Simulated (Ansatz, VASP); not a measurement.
## LiCl2: VASP beside Ansatz

```
Li Cl
1.0
     4.29336    0.00000    0.00000
    -2.14668    3.71816    0.00000
     0.00000    0.00000    4.26195
Li Cl
1 2
Direct
  0.00000 0.00000 0.00000
  0.33333 0.66667 0.50000
  0.66667 0.33333 0.50000
```

Change from the starting cell: species swapped into the TbGa2 type (P6/mmm, No. 191).

Alike in both runs: task relaxation of cell and atoms; functional PBE; k mesh 6 × 6 × 4; occupations gaussian, width 0.1 eV; no spin polarisation.

|  | VASP | Ansatz |
| --- | --- | --- |
| version | VASP 6.6.1 | Ansatz 0.2.0 |
| potentials or method | VASP PAW PBE potentials, release 64 (Li_sv, Cl), cutoff 600 eV | scalar-relativistic, plane waves, PAW |
| valence electrons in the cell | 17 | 17 |

Ansatz gave:

- gap on the k mesh at the Fermi level, each at its own relaxed structure (eV): none
- relaxed volume (Å³/atom): 23.62
- relaxed length of the cell vector where the two differ most in proportion (Å): 3.598

Q: What did VASP give for the same quantities?

A: gap on the k mesh at the Fermi level, each at its own relaxed structure (eV): none; relaxed volume (Å³/atom): 23.68; relaxed length of the cell vector where the two differ most in proportion (Å): 3.609.

A gap of «none» marks a metal or a gap that the smearing closes.

The k mesh is coarse, so the values compare programs but aren't converged. Noted on VASP's run: the cutoff is under 1.25 times that of the potentials, so the pressure is a little rough.
